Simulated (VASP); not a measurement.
Input of a VASP 6.6.1 run:

Contents of INCAR:

```
SYSTEM = SiNi
  PREC = Accurate
  ENCUT = 520
  EDIFF = 1E-6
  ISMEAR = 0
  SIGMA = 0.1
  LREAL = .False.
  LASPH = .True.
  NELM = 80
  ALGO = Fast
  ISIF = 2
  LWAVE = .False.
  LCHARG = .False.
  GGA = PS
  NBANDS = 22
```

Contents of KPOINTS:

```
Automatic mesh
0
Gamma
  18 16 12
  0 0 0
```

File POSCAR:

```
SiNi
1.0
    2.9947885111      0.0000000000      0.0000000000
    0.0000000000      3.2345974111      0.0000000000
    0.0000000000      0.0000000000      4.8126430845
Si Ni
2 2
Direct
    0.5000000000      0.5000000000      0.8409504266
    0.0000000000      0.0000000000      0.1590495734
    0.5000000000      0.5000000000      0.3400228024
    0.0000000000      0.0000000000      0.6599771976
```

Potentials or basis: VASP PAW PBE potentials, release 64 (Si, Ni).

The run is started by

```sh
$ cat potpaw_PBE.64/Si/POTCAR potpaw_PBE.64/Ni/POTCAR > POTCAR
$ mpirun -np 1 vasp_std > vasp.out
```

Question: Predict the pressure.

Answer: -6.0 GPa.

Question: Predict the band gap on the k mesh.

Answer: Zero (bands 14 and 15 overlap by 2.07 eV).

Stress tensor (GPa, compression positive):
```
 -3.93   0.00   0.00
  0.00  -3.45   0.00
  0.00   0.00 -10.62
```

Caveat: the cell differs from its parent crystal (strain along c alone, the other axes held: +3.0 %, then relaxed in part); the stress differs along the axes, from -11 to -3 GPa; the PAW data sets were made with another functional, which shifts forces and pressure a little. Spin polarisation is off, so any magnetic state and its effect on volume and gap are missing.
